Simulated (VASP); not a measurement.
# GaP (F-43m) in VASP: a series of runs, part 2 of 2

VASP 6.6.1. The steps go on from the part before.

### 4 Relaxation of cell and atoms, r2SCAN, target pressure 2 GPa, at which the enthalpy is minimised

This run uses another cell than the first one, of 20.24 Å³/atom, 0.976 times its volume.

POSCAR

```
GaP
1.0
    2.7252500000      2.7252500000      0.0000000000
   -2.7252500000      2.7252500000      0.0000000000
    0.0000000000      2.7252500000      2.7252500000
Ga P
1 1
Direct
    0.0000000000      0.0000000000      0.0000000000
    0.7500000000      0.2500000000      0.5000000000
```

INCAR.step1

```
SYSTEM = GaP
PREC     = Accurate       ! precision mode
ENCUT    = 600            ! plane-wave cutoff, eV
ISMEAR   = 0              ! smearing method
SIGMA    = 0.01           ! smearing width, eV
LREAL    = .FALSE.        ! projectors in reciprocal space
LASPH    = .TRUE.         ! aspherical terms in the spheres
NELM     = 80             ! most SCF steps
GGA      = PE             ! functional
ALGO     = Normal         ! electronic algorithm
EDIFF    = 1E-4           ! SCF threshold, eV
LWAVE    = .TRUE.         ! write WAVECAR
LCHARG   = .FALSE.        ! write CHGCAR
```

INCAR.step2

```
SYSTEM = GaP
PREC     = Accurate       ! precision mode
ENCUT    = 600            ! plane-wave cutoff, eV
EDIFF    = 1E-6           ! SCF threshold, eV
ISMEAR   = 0              ! smearing method
SIGMA    = 0.01           ! smearing width, eV
LREAL    = .FALSE.        ! projectors in reciprocal space
LASPH    = .TRUE.         ! aspherical terms in the spheres
NELM     = 80             ! most SCF steps
ALGO     = Normal         ! electronic algorithm
ISIF     = 3              ! what is computed and relaxed
LWAVE    = .FALSE.        ! write WAVECAR
LCHARG   = .FALSE.        ! write CHGCAR
METAGGA  = R2SCAN         ! meta-GGA
LMIXTAU  = .TRUE.       
IBRION   = 2              ! ionic algorithm
NSW      = 100            ! ionic steps
EDIFFG   = -0.002         ! ionic threshold
PSTRESS  = 20.0         
ISTART   = 1
```

KPOINTS

```
Automatic mesh
0
G
  8 8 8
  0 0 0
```

Started as:

```sh
> cat potpaw_PBE.64/Ga_d/POTCAR potpaw_PBE.64/P/POTCAR > POTCAR
> cp INCAR.step1 INCAR
> mpirun -np 1 vasp_std > vasp.out
> cp INCAR.step2 INCAR
> mpirun -np 1 vasp_std > vasp.out
```

Run time: 8.7 min. Hardware: 1 thread of Intel Xeon 8259CL, shared host; peak memory 0.21 GiB.

Results (log left out):

| Item | Value |
| --- | --- |
| Free energy | -21.4590 eV |
| Relaxed volume | 19.80 Å³/atom |
| Relaxed cell | a = 3.826 Å, b = 3.826 Å, c = 3.826 Å, α = 60.00°, β = 60.00°, γ = 90.00° |
| Space group after relaxing (to 0.05 Å) | F-43m (No. 216) |
| Energy change on relaxing (the enthalpy is what falls) | +2.6 meV/atom |
| Ionic steps | 10 |
| Pressure after relaxing | 2.0 GPa |
| Band gap on the k mesh | 1.87 eV, indirect (least direct gap 2.54 eV) |

The path:
```tsv
step	energy change (eV)	largest force (eV/Å)	pressure (GPa)	volume (Å³)
1	0.0000	0.0000	0.02	40.48
2	0.0148	0.0000	3.45	39.03
3	0.0054	0.0000	1.32	39.59
4	0.0079	0.0000	2.68	39.41
5	0.0066	0.0000	2.17	39.50
6	0.0062	0.0000	2.21	39.52
7	0.0058	0.0000	2.07	39.56
8	0.0052	0.0000	1.95	39.60
9	0.0053	0.0000	2.12	39.59
10	0.0052	0.0000	2.01	39.60
```

Final structure:
```cif
data_structure
_symmetry_space_group_name_H-M 'P 1'
_symmetry_Int_Tables_number 1
_cell_length_a 3.8259
_cell_length_b 3.8259
_cell_length_c 3.8259
_cell_angle_alpha 60.000
_cell_angle_beta 60.000
_cell_angle_gamma 90.000
_cell_volume 39.60
loop_
_atom_site_label
_atom_site_type_symbol
_atom_site_fract_x
_atom_site_fract_y
_atom_site_fract_z
_atom_site_occupancy
Ga1 Ga 0.00000 0.00000 0.00000 1
P1 P 0.75000 0.25000 0.50000 1
```

Levels at points of the mesh, in eV from the valence-band top:
```csv
k point,band 7,band 8,band 9,band 10,band 11,band 12
"(0.00, 0.00, 0.00)",0.00,0.00,0.00,2.54,4.18,4.18
"(0.50, 0.00, 0.00)",-6.98,-1.20,-1.20,2.11,5.05,5.05
"(0.50, 0.50, 0.00)",-7.07,-2.88,-2.88,1.87,2.08,11.53
```

Caveat: the cell is relaxed towards a set pressure, so the enthalpy falls and the energy may rise; the PAW data sets were made with another functional, which shifts forces and pressure a little. A k mesh can miss the band edges.

### 5 Relaxation of cell and atoms, r2SCAN, target pressure 4 GPa, at which the enthalpy is minimised

This run uses another cell than the first one, of 20.24 Å³/atom, 0.976 times its volume.

POSCAR is that of step 4.

INCAR.step1

```
SYSTEM = GaP
PREC = Accurate
ENCUT = 600
ISMEAR = 0
SIGMA = 0.01
LREAL = .FALSE.
LASPH = .TRUE.
NELM = 100
GGA = PE
ALGO = Normal
EDIFF = 1E-4
LWAVE = .TRUE.
LCHARG = .FALSE.
```

INCAR.step2

```
SYSTEM = GaP
PREC = Accurate
ENCUT = 600
EDIFF = 1E-7
ISMEAR = 0
SIGMA = 0.01
LREAL = .FALSE.
LASPH = .TRUE.
NELM = 100
ALGO = Normal
ISIF = 3
LWAVE = .FALSE.
LCHARG = .FALSE.
METAGGA = R2SCAN
LMIXTAU = .TRUE.
IBRION = 2
NSW = 100
EDIFFG = -0.002
PSTRESS = 40.0
ISTART = 1
```

KPOINTS is that of step 4.

Potentials or basis: VASP PAW PBE potentials, release 64 (Ga_d, P).

Started as:

```sh
> cat potpaw_PBE.64/Ga_d/POTCAR potpaw_PBE.64/P/POTCAR > POTCAR
> cp INCAR.step1 INCAR
> mpirun -np 1 vasp_std > vasp.out
> cp INCAR.step2 INCAR
> mpirun -np 1 vasp_std > vasp.out
```

OUTCAR:

```text
SYSTEM = GaP
   PREC = Accurate
   ENCUT = 600
   EDIFF = 1E-7
   ISMEAR = 0
   LREAL = .FALSE.
   LASPH = .TRUE.
   NELM = 100
   ISIF = 3
   METAGGA = R2SCAN
   IBRION = 2
   NSW = 100
   EDIFFG = -0.002
   PSTRESS = 40.0
   ISTART = 1

 ion  position               nearest neighbor table
   1  0.000  0.000  0.000-   2 2.36   2 2.36   2 2.36   2 2.36
   2  0.750  0.250  0.500-   1 2.36   1 2.36   1 2.36   1 2.36

  LATTYP: Found a face centered cubic cell.
 ALAT       =     5.4505000000

  Lattice vectors:

 A1 = (   0.0000000000,   2.7252500000,   2.7252500000)
 A2 = (   2.7252500000,   0.0000000000,   2.7252500000)
 A3 = (   2.7252500000,   2.7252500000,   0.0000000000)

Analysis of symmetry for initial positions (statically):
=====================================================================
 Subroutine PRICEL returns:
 Original cell was already a primitive cell.

 Routine SETGRP: Setting up the symmetry group for a
 face centered cubic supercell.

 Subroutine GETGRP returns: Found 24 space group operations
 (whereof 24 operations were pure point group operations)
 out of a pool of 48 trial point group operations.

The static configuration has the point symmetry T_d .

Analysis of symmetry for dynamics (positions and initial velocities):
=====================================================================
 Subroutine PRICEL returns:
 Original cell was already a primitive cell.

 Routine SETGRP: Setting up the symmetry group for a
 face centered cubic supercell.

 Subroutine GETGRP returns: Found 24 space group operations
 (whereof 24 operations were pure point group operations)
 out of a pool of 48 trial point group operations.

The dynamic configuration has the point symmetry T_d .

 Subroutine INISYM returns: Found 24 space group operations
 (whereof 24 operations are pure point group operations),
 and found     1 'primitive' translations

----------------------------------------------------------------------------------------

                                     Primitive cell

  volume of cell :      40.4808

  direct lattice vectors                    reciprocal lattice vectors
     2.725250000  2.725250000  0.000000000     0.183469406  0.183469406 -0.183469406
    -2.725250000  2.725250000  0.000000000    -0.183469406  0.183469406 -0.183469406
     0.000000000  2.725250000  2.725250000     0.000000000  0.000000000  0.366938813

  length of vectors
     3.854085511  3.854085511  3.854085511     0.317778334  0.317778334  0.366938813

  position of ions in fractional coordinates (direct lattice)
     0.000000000  0.000000000  0.000000000
     0.750000000  0.250000000  0.500000000

  ion indices of the primitive-cell ions
   primitive index   ion index
                 1           1
                 2           2

----------------------------------------------------------------------------------------

 KPOINTS: Automatic mesh

Automatic generation of k-mesh.
 Grid dimensions read from file:
 generate k-points for:    8    8    8

 Generating k-lattice:

  Cartesian coordinates                     Fractional coordinates (reciprocal lattice)
     0.022933676  0.022933676 -0.022933676     0.125000000  0.000000000  0.000000000
    -0.022933676  0.022933676 -0.022933676     0.000000000  0.125000000  0.000000000
     0.000000000  0.000000000  0.045867352     0.000000000  0.000000000  0.125000000
[... 61 lines left out ...]
   IBRION =      2    ionic relax: 0-MD 1-quasi-New 2-CG
   NFREE  =      1    steps in history (QN), initial steepest desc. (CG)
   ISIF   =      3    stress and relaxation
   ISYM   =      2    0-nonsym 1-usesym 2-fastsym
   POTIM  = 0.5000    time-step for ionic-motion
   TEBEG  =    0.0;   TEEND  =   0.0 temperature during run
   PSTRESS=   40.0 pullay stress
   NELECT =      18.0000    total number of electrons
   NUPDOWN=      -1.0000    fix difference up-down
   EMIN   =  10.00;   EMAX   =-10.00  energy-range for DOS
   EFERMI =   0.00;   METHOD = LEGACY
   ISMEAR =     0;   SIGMA  =   0.01  broadening in eV -4-tet -1-fermi 0-gaus
   EFERMI_NEDOS =   21; number of points for ismear=-14 and -15
   IALGO  =     38    algorithm
   IMIX   =      4    mixing-type and parameters
     AMIX     =   0.40;   BMIX     =  1.00
     AMIX_MAG =   1.60;   BMIX_MAG =  1.00
  volume/ion in A,a.u.               =      20.24       136.59
  Fermi-wavevector in a.u.,A,eV,Ry     =   1.249538  2.361284 21.243377  1.561344
  Thomas-Fermi vector in A             =   2.383574
   LORBIT       =      0    0 simple, 1 ext, 2 COOP (PROOUT), +10 PAW based schemes
   METAGGA = R2SCAN    functional components
   LHFCALC =     F    Hartree Fock is set to
   AEXX    =    0.0000 exact exchange contribution
   IVDW    =     0    specifies the selected vdW correction
   LEPSILON=     F    determine dielectric tensor
   LRPA    =     F    only Hartree local field effects (RPA)
 conjugate gradient relaxation of ions
 non-spin polarized calculation
 Gauss-broadening in eV      SIGMA  =   0.01
  energy-cutoff  :      600.00
  volume of cell :       40.48
 maximum number of plane-waves:      1365
   NGX = 15   NGY = 15   NGZ = 15

--------------------------------------- Ionic step        1  -------------------------------------------

 number of electron      18.0000003 magnetization

 Free energy of the ion-electron system (eV)
  ---------------------------------------------------
  ext. energy  EPLUGINS =         0.00000000
  ---------------------------------------------------
  free energy    TOTEN  =       -21.46423071 eV

  energy without entropy =      -21.46423071  energy(sigma->0) =      -21.46423071

------------------------ aborting loop because EDIFF is reached ----------------------------------------

  FORCE on cell =-STRESS in cart. coord.  units (eV):
  Direction    XX          YY          ZZ          XY          YZ          ZX
  --------------------------------------------------------------------------------------
  -------------------------------------------------------------------------------------
  Total       -0.0074444     -0.0074444     -0.0074444      0.0000000     -0.0000000     -0.0000000
  in kB       -0.2946389     -0.2946389     -0.2946389      0.0000000     -0.0000000     -0.0000000
  external PRESSURE =     -40.2946389 kB  Pullay stress =      40.0000000 kB
[... 97 lines left out ...]
  energy  without entropy=      -21.4446704093  energy(sigma->0) =      -21.44467041

  enthalpy is  TOTEN    =       -20.4752341102 eV   P V=        0.9694362991

[... ionic steps 4 to 10 ...]

--------------------------------------- Ionic step       11  -------------------------------------------

 number of electron      18.0000005 magnetization

------------------------ aborting loop because EDIFF is reached ----------------------------------------
[... 71 lines left out ...]
--------------------------------------- Ionic step       13  -------------------------------------------

 number of electron      18.0000005 magnetization

 Free energy of the ion-electron system (eV)
  ---------------------------------------------------
  ext. energy  EPLUGINS =         0.00000000
  ---------------------------------------------------
  free energy    TOTEN  =       -21.44504270 eV

  energy without entropy =      -21.44504270  energy(sigma->0) =      -21.44504270

 E-fermi :   5.0117     XC(G=0): -10.7519

 val. band max:        4.8960545173   @ k =   0.0000   0.0000   0.0000
 cond. band min:       6.7209517063   @ k =   0.5000   0.5000   0.0000
 fundamental gap:      1.8248971890
 Fermi energy:         5.0117264888

 k-point     1 :       0.0000    0.0000    0.0000
  band No.  band energies     occupation
      1     -10.1698      2.00000
      2     -10.1697      2.00000
      3     -10.1697      2.00000
      4     -10.0422      2.00000
      5     -10.0422      2.00000
      6      -8.4543      2.00000
      7       4.8960      2.00000
      8       4.8960      2.00000
      9       4.8961      2.00000
     10       7.6066      0.00000
     11       9.0713      0.00000
     12       9.0713      0.00000
     13       9.0714      0.00000
[... 354 lines left out ...]
  band No.  band energies     occupation
      1     -10.2869      2.00000
      2     -10.1304      2.00000
      3     -10.1166      2.00000
      4     -10.0488      2.00000
      5     -10.0334      2.00000
      6      -5.7000      2.00000
      7      -1.9351      2.00000
      8       1.4511      2.00000
      9       2.7680      2.00000
     10       8.8382      0.00000
     11       9.5214      0.00000
     12      11.9418      0.00000
     13      13.4598      0.00000

 [... further k-points ...]

------------------------ aborting loop because EDIFF is reached ----------------------------------------

  FORCE on cell =-STRESS in cart. coord.  units (eV):
  Direction    XX          YY          ZZ          XY          YZ          ZX
  --------------------------------------------------------------------------------------
  -------------------------------------------------------------------------------------
  Total        0.9684895      0.9684895      0.9684895      0.0000000      0.0000000     -0.0000000
  in kB       39.9455203     39.9455203     39.9455203      0.0000000      0.0000000     -0.0000000
  external PRESSURE =      -0.0544797 kB  Pullay stress =      40.0000000 kB
[... 21 lines left out ...]
  energy  without entropy=      -21.4450427015  energy(sigma->0) =      -21.44504270

  enthalpy is  TOTEN    =       -20.4752323134 eV   P V=        0.9698103881

 reached required accuracy - stopping structural energy minimisation
```

Run time: 9.6 min. Hardware: 1 thread of Intel Xeon 8259CL, shared host; peak memory 0.21 GiB.

Results:

```yaml
Free_energy: -21.4450 eV
Relaxed_volume: 19.42 Å³/atom
Relaxed_cell: a = 3.801 Å, b = 3.801 Å, c = 3.801 Å, α = 60.00°, β = 60.00°, γ = 90.00°
Space_group_after_relaxing_to_0.05_Å: F-43m (No. 216)
Energy_change_on_relaxing_the_enthalpy_is_what_falls: +9.6 meV/atom
Ionic_steps: 13
Pressure_after_relaxing: 4.0 GPa
Band_gap_on_the_k_mesh: 1.82 eV, indirect (least direct gap 2.71 eV)
```

The path:
| step | energy change (eV) | largest force (eV/Å) | pressure (GPa) | volume (Å³) |
| --- | --- | --- | --- | --- |
| 1 | 0.0000 | 0.0000 | -0.03 | 40.48 |
| 2 | 0.0651 | 0.0000 | 7.72 | 37.57 |
| 3 | 0.0196 | 0.0000 | 4.02 | 38.83 |
| 4 | 0.0188 | 0.0000 | 3.89 | 38.86 |
| 5 | 0.0188 | 0.0000 | 3.94 | 38.86 |
| 6 | 0.0188 | 0.0000 | 3.94 | 38.86 |
| 7 | 0.0188 | 0.0000 | 3.94 | 38.86 |
| 8 | 0.0188 | 0.0000 | 3.94 | 38.86 |
| 9 | 0.0188 | 0.0000 | 3.94 | 38.86 |
| 10 | 0.0188 | 0.0000 | 3.94 | 38.86 |
| 11 | 0.0189 | 0.0000 | 3.94 | 38.86 |
| 12 | 0.0190 | 0.0000 | 3.97 | 38.85 |
| 13 | 0.0192 | 0.0000 | 3.99 | 38.85 |

Final structure:
```
Ga P
1.0
     2.68804    2.68804    0.00000
    -2.68804    2.68804    0.00000
     0.00000    2.68804    2.68804
Ga P
1 1
Direct
  0.00000 0.00000 0.00000
  0.75000 0.25000 0.50000
```

Caveat: the cell is relaxed towards a set pressure, so the enthalpy falls and the energy may rise; the PAW data sets were made with another functional, which shifts forces and pressure a little.

### 6 Overview

```csv
task,cell,cutoff (eV),gap on the mesh (eV),pressure (GPa)
single point,"a = 3.885 Å, angles 60.0, 60.0, 90.0°, 2 atoms",520,1.94,-2.1
relaxation of cell and atoms,"relaxed to -2 GPa from a = 3.854 Å, angles 60.0, 60.0, 90.0°, 2 atoms",600,1.94,-2.0
relaxation of cell and atoms,"relaxed to 2 GPa from a = 3.854 Å, angles 60.0, 60.0, 90.0°, 2 atoms",600,1.87,2.0
relaxation of cell and atoms,"relaxed to 4 GPa from a = 3.854 Å, angles 60.0, 60.0, 90.0°, 2 atoms",600,1.82,4.0
```

Alike in all rows: level r2SCAN; potentials or basis VASP PAW PBE potentials, release 64 (Ga_d, P); no spin polarisation; k mesh 8 × 8 × 8; smearing gaussian 0.01 eV.

Caveats: the PAW data sets were made with another functional, which shifts forces and pressure a little; the cell is relaxed towards a set pressure, so the enthalpy falls and the energy may rise (some runs).

Total energies depend on the potentials used, so only differences within one code and one set of settings carry meaning.

### 7 Comparison with measurements

Step 2. A measured gap of GaP is 2.34 eV (indirect; 10 K; quoted in “Stacking defects in GaP nanowires: Electronic structure and optical properties”, 2018, arxiv:1810.01194); the calculated 1.94 eV misses it by -0.40 eV. Spin-orbit coupling on Ga is left out. The value is that of r2SCAN on a finite k mesh, which can miss the band edges, without temperature or zero-point motion.
